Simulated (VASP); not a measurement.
# Sr (Fm-3m) in VASP: further runs, part 2 of 2

VASP 6.6.1. The steps go on from the part before.

## Step 3: Single point, HSE06

This run uses another cell than the first one, of 57.45 Å³/atom, 1.020 times its volume.

POSCAR

```
Sr
1.0
    0.0000000000      3.0624986004      3.0624986004
    3.0624986004      0.0000000000      3.0624986004
    3.0624986004      3.0624986004      0.0000000000
Sr
1
Direct
    0.0000000000      0.0000000000      0.0000000000
```

INCAR.step1

```
SYSTEM = Sr
PREC = Accurate
ENCUT = 520
EDIFF = 1E-5
ISMEAR = -1
SIGMA = 0.05
LREAL = .False.
LASPH = .True.
NELM = 100
ALGO = Normal
ISIF = 2
LWAVE = .True.
LCHARG = .False.
NBANDS = 11
GGA = PE
```

INCAR.step2

```
SYSTEM = Sr
PREC = Accurate
ENCUT = 520
EDIFF = 1E-6
ISMEAR = -1
SIGMA = 0.05
LREAL = .False.
LASPH = .True.
NELM = 100
ALGO = Normal
ISIF = 2
LWAVE = .False.
LCHARG = .False.
GGA = PE
LHFCALC = .True.
HFSCREEN = 0.2079
PRECFOCK = Normal
NBANDS = 11
ISTART = 1
```

KPOINTS

```
Automatic mesh
0
Gamma
  4 4 4
  0 0 0
```

Potentials or basis: VASP PAW PBE potentials, release 64 (Sr_sv).

Command:

```bash
$ cat potpaw_PBE.64/Sr_sv/POTCAR > POTCAR
$ cp INCAR.step1 INCAR
$ mpirun -np 1 vasp_std > vasp.out
$ cp INCAR.step2 INCAR
$ mpirun -np 1 vasp_std > vasp.out
```

OUTCAR:

```text
SYSTEM = Sr
   PREC = Accurate
   ENCUT = 520
   EDIFF = 1E-6
   ISMEAR = -1
   LREAL = .False.
   LASPH = .True.
   NELM = 100
   ISIF = 2
   GGA = PE
   LHFCALC = .True.
   HFSCREEN = 0.2079
   PRECFOCK = Normal
   ISTART = 1

 ion  position               nearest neighbor table
   1  0.000  0.000  0.000-

  LATTYP: Found a face centered cubic cell.
 ALAT       =     6.1249972008

  Lattice vectors:

 A1 = (   0.0000000000,   3.0624986004,   3.0624986004)
 A2 = (   3.0624986004,   0.0000000000,   3.0624986004)
 A3 = (   3.0624986004,   3.0624986004,   0.0000000000)

Analysis of symmetry for initial positions (statically):
=====================================================================
 Subroutine PRICEL returns:
 Original cell was already a primitive cell.

 Routine SETGRP: Setting up the symmetry group for a
 face centered cubic supercell.

 Subroutine GETGRP returns: Found 48 space group operations
 (whereof 48 operations were pure point group operations)
 out of a pool of 48 trial point group operations.

The static configuration has the point symmetry O_h .

Analysis of symmetry for dynamics (positions and initial velocities):
=====================================================================
 Subroutine PRICEL returns:
 Original cell was already a primitive cell.

 Routine SETGRP: Setting up the symmetry group for a
 face centered cubic supercell.

 Subroutine GETGRP returns: Found 48 space group operations
 (whereof 48 operations were pure point group operations)
 out of a pool of 48 trial point group operations.

The dynamic configuration has the point symmetry O_h .

 Subroutine INISYM returns: Found 48 space group operations
 (whereof 48 operations are pure point group operations),
 and found     1 'primitive' translations

[... 105 lines left out ...]
   NKREDY  =     1    reduce k-point grid by
   NKREDZ  =     1    reduce k-point grid by
   AEXX    =    0.2500 exact exchange contribution
   HFSCREEN=    0.2079 screening length (either q_TF or 0.3 A-1)
   HFSCREENC=   0.2079 screening length for correlation (either q_TF or 0.3 A-1)
   ENCUTFOCK=  -1.0 apply spherical cutoff to Coloumb kernel
   IVDW    =     0    specifies the selected vdW correction
   LEPSILON=     F    determine dielectric tensor
   LRPA    =     F    only Hartree local field effects (RPA)
 non-spin polarized calculation
  energy-cutoff  :      520.00
  volume of cell :       57.45
 maximum number of plane-waves:      1572
  NGX = 28; NGY = 28; NGZ = 28

 number of electron      10.0000000 magnetization

 Free energy of the ion-electron system (eV)
  ---------------------------------------------------
  ext. energy  EPLUGINS =         0.00000000
  ---------------------------------------------------
  free energy    TOTEN  =        -1.68111888 eV

  energy without entropy =       -1.67479223  energy(sigma->0) =       -1.67795555

 E-fermi :   1.6139     XC(G=0):  -6.1114

 val. band max:        1.3162049766   @ k =   0.5000   0.0000   0.0000
 cond. band min:       1.6489362698   @ k =  -0.2500   0.5000   0.2500
 fundamental gap:      0.3327312932
 Fermi energy:         1.6139011323

 k-point     1 :       0.0000    0.0000    0.0000
  band No.  band energies     occupation
      1     -38.2526      2.00000
      2     -18.8460      2.00000
      3     -18.8460      2.00000
      4     -18.8460      2.00000
      5      -2.7827      2.00000
      6       4.3421      0.00000
      7       4.3421      0.00000
      8       4.3421      0.00000
      9       5.8504      0.00000
     10       5.8504      0.00000
     11       8.9068      0.00000
[... 85 lines left out ...]
 k-point     8 :      -0.2500    0.5000    0.2500
  band No.  band energies     occupation
      1     -38.2368      2.00000
      2     -18.9608      2.00000
      3     -18.9608      2.00000
      4     -18.9128      2.00000
      5       1.6489      0.66331
      6       2.2947      0.00000
      7       2.2947      0.00000
      8       3.9529      0.00000
      9       7.2401      0.00000
     10       7.2528      0.00000
     11       7.3665      0.00000

------------------------ aborting loop because EDIFF is reached ----------------------------------------

  FORCE on cell =-STRESS in cart. coord.  units (eV):
  Direction    XX          YY          ZZ          XY          YZ          ZX
  --------------------------------------------------------------------------------------
  -------------------------------------------------------------------------------------
  Total        0.0412819      0.0412819      0.0412819     -0.0000000      0.0000000      0.0000000
  in kB        1.1513644      1.1513644      1.1513644     -0.0000000      0.0000000      0.0000000
  external PRESSURE =       1.1513644 kB  Pullay stress =       0.0000000 kB

 VOLUME and BASIS-vectors are now :
 -----------------------------------------------------------------------------
  energy-cutoff  :      520.00
  volume of cell :       57.45
      direct lattice vectors                 reciprocal lattice vectors
     0.000000000  3.062498600  3.062498600    -0.163265381  0.163265381  0.163265381
     3.062498600  0.000000000  3.062498600     0.163265381 -0.163265381  0.163265381
     3.062498600  3.062498600  0.000000000     0.163265381  0.163265381 -0.163265381

 POSITION                                       TOTAL-FORCE (eV/Angst)
 -----------------------------------------------------------------------------------
      0.00000      0.00000      0.00000         0.000000      0.000000     -0.000000
 -----------------------------------------------------------------------------------
    total drift:                               -0.000001     -0.000001     -0.000001

  FREE ENERGIE OF THE ION-ELECTRON SYSTEM (eV)
  ---------------------------------------------------
  free  energy   TOTEN  =        -1.6811188803 eV

  energy  without entropy=       -1.6747922273  energy(sigma->0) =       -1.67795555
```

OSZICAR.step1:

```text
N       E                     dE             d eps       ncg     rms          rms(c)
DAV:   1     0.359777750183E+02    0.35978E+02   -0.48467E+03   176   0.795E+02
DAV:   2    -0.111554047351E+00   -0.36089E+02   -0.35595E+02   212   0.154E+02
DAV:   3    -0.164361549026E+01   -0.15321E+01   -0.15183E+01   263   0.231E+01
DAV:   4    -0.167531892650E+01   -0.31703E-01   -0.31642E-01   203   0.350E+00
DAV:   5    -0.167845337013E+01   -0.31344E-02   -0.31343E-02   259   0.572E-01    0.117E+01
DAV:   6    -0.168049593501E+01   -0.20426E-02   -0.66095E-03   203   0.929E-01    0.663E+00
DAV:   7    -0.168144344268E+01   -0.94751E-03   -0.12184E-02   202   0.123E+00    0.280E-01
DAV:   8    -0.168144290865E+01    0.53403E-06   -0.14649E-03   271   0.222E-01    0.592E-02
DAV:   9    -0.168146619316E+01   -0.23285E-04   -0.26313E-05   179   0.341E-02    0.284E-02
DAV:  10    -0.168147746810E+01   -0.11275E-04   -0.60878E-06   132   0.229E-02    0.657E-03
DAV:  11    -0.168147712808E+01    0.34001E-06   -0.51600E-07   112   0.534E-03
   1 F= -.16814771E+01 E0= -.16755291E+01  d E =-.118962E-01
```

Wall time 4.1 min (1 thread of Intel Xeon Platinum 8488C (Sapphire Rapids), shared host); peak memory 0.28 GiB.

What came out:

* Free energy: -1.6811 eV
* Pressure: 0.1 GPa
* Band gap on the k mesh: zero (band 5 reaches 1.65 eV, above the bottom of band 6 at 1.32 eV)

Caveat: the k points lie up to 0.44 Å⁻¹ apart; the PAW data sets were made with another functional, which shifts forces and pressure a little.

## Step 4: Single point, HSE06

This run uses another cell than the first one, of 58.57 Å³/atom, 1.040 times its volume.

POSCAR

```
Sr
1.0
    0.0000000000      3.0823855122      3.0823855122
    3.0823855122      0.0000000000      3.0823855122
    3.0823855122      3.0823855122      0.0000000000
Sr
1
Direct
    0.0000000000      0.0000000000      0.0000000000
```

INCAR.step1

```
SYSTEM = Sr
ALGO = Normal ; EDIFF = 1E-5
ENCUT = 520 ; GGA = PE
ISIF = 2 ; ISMEAR = -1
LASPH = .TRUE. ; LREAL = .FALSE.
LWAVE = .TRUE. ; NBANDS = 11
NELM = 80 ; PREC = Accurate
SIGMA = 0.05
```

INCAR.step2

```
SYSTEM = Sr
ALGO = Normal ; EDIFF = 1E-7
ENCUT = 520 ; GGA = PE
HFSCREEN = 0.2079 ; ISIF = 2
ISMEAR = -1 ; ISTART = 1
LASPH = .TRUE. ; LCHARG = .TRUE.
LELF = .TRUE. ; LHFCALC = .TRUE.
LREAL = .FALSE. ; LVHAR = .TRUE.
LWAVE = .FALSE. ; NBANDS = 11
NELM = 80 ; PREC = Accurate
PRECFOCK = Normal ; SIGMA = 0.05
```

KPOINTS

```
k-points
0
G
  4 4 4
  0 0 0
```

Command:

```bash
$ cat potpaw_PBE.64/Sr_sv/POTCAR > POTCAR
$ cp INCAR.step1 INCAR
$ mpirun -np 1 vasp_std > vasp.out
$ cp INCAR.step2 INCAR
$ mpirun -np 1 vasp_std > vasp.out
```

Wall time 4.9 min (1 thread of Intel Xeon Platinum 8488C (Sapphire Rapids), shared host); peak memory 0.28 GiB.

Results (log left out):

```
Free energy            : -1.6812 eV
Pressure               : -0.1 GPa
Band gap on the k mesh : zero (band 5 reaches 1.60 eV, above the bottom of band 6 at 1.23 eV)
```

Levels at points of the mesh, in eV from the Fermi level:
| k point | band 1 | band 2 | band 3 | band 4 | band 5 | band 6 | band 7 | band 8 | band 9 | band 10 |
| --- | --- | --- | --- | --- | --- | --- | --- | --- | --- | --- |
| (0.00, 0.00, 0.00) | -39.92 | -20.52 | -20.52 | -20.52 | -4.37 | 2.69 | 2.69 | 2.69 | 4.17 | 4.17 |
| (0.50, 0.00, 0.00) | -39.91 | -20.68 | -20.54 | -20.54 | -1.28 | -0.33 | 2.51 | 2.51 | 5.21 | 5.21 |
| (0.50, 0.50, 0.00) | -39.91 | -20.67 | -20.58 | -20.58 | -0.73 | 0.62 | 0.80 | 5.22 | 5.24 | 5.48 |

Caveat: the k points lie up to 0.44 Å⁻¹ apart; the PAW data sets were made with another functional, which shifts forces and pressure a little.

## Step 5: Overview

| cell | gap on the mesh (eV) | pressure (GPa) |
| --- | --- | --- |
| a = 4.303 Å, angles 60.0°, 1 atom | none | 0.4 |
| a = 4.331 Å, angles 60.0°, 1 atom | none | 0.1 |
| a = 4.359 Å, angles 60.0°, 1 atom | none | -0.1 |

Alike in all rows: task single point; level HSE06; potentials or basis VASP PAW PBE potentials, release 64 (Sr_sv); no spin polarisation; k mesh 4 × 4 × 4; cutoff (eV) 520; smearing fermi-dirac 0.05 eV.

Caveats: all runs use coarse meshes; the PAW data sets were made with another functional, which shifts forces and pressure a little.

Absolute energies hang on the potentials; compare differences alone.
